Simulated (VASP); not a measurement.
# Ti2BN3 (P4/mmm) in VASP: further runs, part 2 of 2

VASP 6.6.1. The steps go on from the part before.

### 3 Single point, PBE, collinear spin, ferromagnetic start

This run uses another cell than the first one, of 12.84 Å³/atom, 1.356 times its volume.

Contents of INCAR:

```
PREC = Accurate ; ENCUT = 520
EDIFF = 1E-6 ; ISMEAR = 0
SIGMA = 0.1 ; LREAL = F
LASPH = T ; NELM = 150
ALGO = Normal ; ISIF = 2
LWAVE = F ; LCHARG = T
ISPIN = 2 ; MAGMOM = 1 1 0 0 0 0
LORBIT = 11 ; LMAXMIX = 4
GGA = PE ; LELF = T
LVHAR = T ; NBANDS = 34
```

Contents of KPOINTS:

```
regular mesh
0
Gamma
  6 6 2
```

Contents of POSCAR:

```
Ti2BN3
1.0
    2.8460664400      0.0000000000      0.0000000000
    0.0000000000      2.8460664400      0.0000000000
    0.0000000000      0.0000000000      9.5138523000
Ti B N
2 1 3
Direct
    0.5000000000      0.5000000000      0.8473602500
    0.5000000000      0.5000000000      0.1526397500
    0.5000000000      0.5000000000      0.5000000000
    0.0000000000      0.0000000000      0.0000000000
    0.0000000000      0.0000000000      0.7145522800
    0.0000000000      0.0000000000      0.2854477200
```

Potentials or basis: VASP PAW PBE potentials, release 64 (Ti_sv, B, N).

Launch:

```console
cat potpaw_PBE.64/Ti_sv/POTCAR potpaw_PBE.64/B/POTCAR potpaw_PBE.64/N/POTCAR > POTCAR
mpirun -np 1 vasp_std > vasp.out
```

OUTCAR:

```text
PREC = Accurate
   ENCUT = 520
   EDIFF = 1E-6
   ISMEAR = 0
   LREAL = F
   LASPH = T
   NELM = 150
   ISIF = 2
   ISPIN = 2
   LORBIT = 11
   GGA = PE

 ion  position               nearest neighbor table
   1  0.500  0.500  0.847-   2 2.90
   2  0.500  0.500  0.153-   1 2.90
   3  0.500  0.500  0.500-
   4  0.000  0.000  0.000-
   5  0.000  0.000  0.715-
   6  0.000  0.000  0.285-

  LATTYP: Found a simple tetragonal cell.
 ALAT       =     2.8460664400
 C/A-ratio  =     3.3428075207

  Lattice vectors:

 A1 = (   2.8460664400,   0.0000000000,   0.0000000000)
 A2 = (   0.0000000000,   2.8460664400,   0.0000000000)
 A3 = (   0.0000000000,   0.0000000000,   9.5138523000)

Analysis of symmetry for initial positions (statically):
=====================================================================
 Subroutine PRICEL returns:
 Original cell was already a primitive cell.

 Routine SETGRP: Setting up the symmetry group for a
 simple tetragonal supercell.

 Subroutine GETGRP returns: Found 16 space group operations
 (whereof 16 operations were pure point group operations)
 out of a pool of 16 trial point group operations.

The static configuration has the point symmetry D_4h.

Analysis of symmetry for dynamics (positions and initial velocities):
=====================================================================
 Subroutine PRICEL returns:
 Original cell was already a primitive cell.

 Routine SETGRP: Setting up the symmetry group for a
 simple tetragonal supercell.

 Subroutine GETGRP returns: Found 16 space group operations
 (whereof 16 operations were pure point group operations)
 out of a pool of 16 trial point group operations.

The dynamic configuration has the point symmetry D_4h.
[... 164 lines left out ...]

 E-fermi :   4.8013     XC(G=0): -10.8815

 val. band max:        4.7564685101   @ k =   0.5000   0.0000   0.0000
 cond. band min:       4.8080411000   @ k =   0.3333   0.0000   0.0000
 fundamental gap:      0.0515725899
 Fermi energy:         4.8012577421

 spin component 1

 k-point     1 :       0.0000    0.0000    0.0000
  band No.  band energies     occupation
      1     -52.6605      1.00000
      2     -52.6390      1.00000
      3     -29.0451      1.00000
      4     -28.8557      1.00000
      5     -28.5949      1.00000
      6     -28.5949      1.00000
[... 709 lines left out ...]
     32       8.8133      0.00000
     33       8.8133      0.00000
 Fermi energy:         4.8012577421

 spin component 2

 k-point     1 :       0.0000    0.0000    0.0000
  band No.  band energies     occupation
      1     -52.6601      1.00000
      2     -52.6385      1.00000
      3     -29.0447      1.00000
      4     -28.8553      1.00000
      5     -28.5944      1.00000
      6     -28.5944      1.00000
[... 709 lines left out ...]
     32       8.8134      0.00000
     33       8.8134      0.00000
 [bands above 33 left out]

------------------------ aborting loop because EDIFF is reached ----------------------------------------

  FORCE on cell =-STRESS in cart. coord.  units (eV):
  Direction    XX          YY          ZZ          XY          YZ          ZX
  --------------------------------------------------------------------------------------
  -------------------------------------------------------------------------------------
  Total      -12.7707575    -12.7707575    -16.7385454      0.0000000     -0.0000000      0.0000000
  in kB     -265.5099290   -265.5099290   -348.0020675      0.0000000     -0.0000000      0.0000000
  external PRESSURE =    -293.0073085 kB  Pullay stress =       0.0000000 kB

 VOLUME and BASIS-vectors are now :
 -----------------------------------------------------------------------------
  energy-cutoff  :      520.00
  volume of cell :       77.06
      direct lattice vectors                 reciprocal lattice vectors
     2.846066440  0.000000000  0.000000000     0.351362142  0.000000000  0.000000000
     0.000000000  2.846066440  0.000000000     0.000000000  0.351362142  0.000000000
     0.000000000  0.000000000  9.513852300     0.000000000  0.000000000  0.105109893

 POSITION                                       TOTAL-FORCE (eV/Angst)
 -----------------------------------------------------------------------------------
      1.42303      1.42303      8.06166         0.000000     -0.000000     -2.940092
      1.42303      1.42303      1.45219        -0.000000      0.000000      2.940092
      1.42303      1.42303      4.75693         0.000000     -0.000000     -0.000000
      0.00000      0.00000      0.00000         0.000000     -0.000000     -0.000000
      0.00000      0.00000      6.79814        -0.000000      0.000000      3.203680
      0.00000      0.00000      2.71571         0.000000      0.000000     -3.203680
 -----------------------------------------------------------------------------------
    total drift:                                0.000000      0.000000      0.000000

  FREE ENERGIE OF THE ION-ELECTRON SYSTEM (eV)
  ---------------------------------------------------
  free  energy   TOTEN  =       -42.0635808887 eV

  energy  without entropy=      -42.0394090089  energy(sigma->0) =      -42.05149495

 total charge

# of ion       s       p       d       tot
------------------------------------------
    1        2.157   6.111   1.764  10.031
    2        2.157   6.111   1.764  10.031
    3        0.949   0.294   0.000   1.243
    4        1.273   2.266   0.000   3.539
    5        1.306   2.145   0.000   3.451
    6        1.306   2.145   0.000   3.451
--------------------------------------------------
tot          9.148  19.071   3.527  31.747

 magnetization (x)

# of ion       s       p       d       tot
------------------------------------------
    1        0.000   0.000   0.000   0.000
    2        0.000   0.000   0.000   0.000
    3       -0.000   0.000   0.000   0.000
    4        0.000  -0.000   0.000  -0.000
    5       -0.000  -0.000   0.000  -0.000
    6       -0.000  -0.000   0.000  -0.000
--------------------------------------------------
tot          0.000  -0.000   0.001   0.000
```

OSZICAR:

```text
N       E                     dE             d eps       ncg     rms          rms(c)
DAV:   1     0.471023558653E+03    0.47102E+03   -0.20283E+04  2720   0.137E+03
DAV:   2     0.108781693229E+02   -0.46015E+03   -0.43219E+03  2930   0.413E+02
DAV:   3    -0.526396677857E+02   -0.63518E+02   -0.60356E+02  3884   0.136E+02
[... 12 lines left out ...]
DAV:  16    -0.420633096083E+02   -0.15497E-03   -0.49891E-04  3218   0.877E-02    0.956E-02
DAV:  17    -0.420634620208E+02   -0.15241E-03   -0.68193E-04  3278   0.975E-02    0.528E-02
DAV:  18    -0.420635571535E+02   -0.95133E-04   -0.65018E-04  3282   0.837E-02    0.217E-02
DAV:  19    -0.420635762428E+02   -0.19089E-04   -0.13580E-04  3636   0.437E-02    0.113E-02
DAV:  20    -0.420635799479E+02   -0.37052E-05   -0.23139E-05  3296   0.186E-02    0.510E-03
DAV:  21    -0.420635808887E+02   -0.94074E-06   -0.28766E-06  2272   0.101E-02
   1 F= -.42063581E+02 E0= -.42051495E+02  d E =-.241719E-01  mag=     0.0001
```

Run time: 64 s. Hardware: 1 thread of Intel Xeon 6975P-C (Granite Rapids), shared host; peak memory 0.27 GiB.

Results:

| Item | Value |
| --- | --- |
| Free energy | -42.0636 eV |
| Pressure | -29.3 GPa |
| Largest force | 3.204 eV/Å |
| Band gap on the k mesh | zero (filled and empty bands overlap) |
| Net moment | 0.00 μB per cell |
| Valence electrons inside the program's atomic spheres | Ti 10.03; B 1.24; N 3.54, 3.45 |

Forces in eV/Å, atoms in the order of the input:
```
Ti   0.000  0.000 -2.940
Ti   0.000  0.000  2.940
B    0.000  0.000  0.000
N    0.000  0.000  0.000
N    0.000  0.000  3.204
N    0.000  0.000 -3.204
```

Stress tensor (GPa, compression positive):
```
-26.55   0.00   0.00
  0.00 -26.55   0.00
  0.00   0.00 -34.80
```

Caveat: the k points lie up to 0.37 Å⁻¹ apart; forces of over 1 eV/Å act on the atoms, so gaps and moduli don't describe the material at rest.
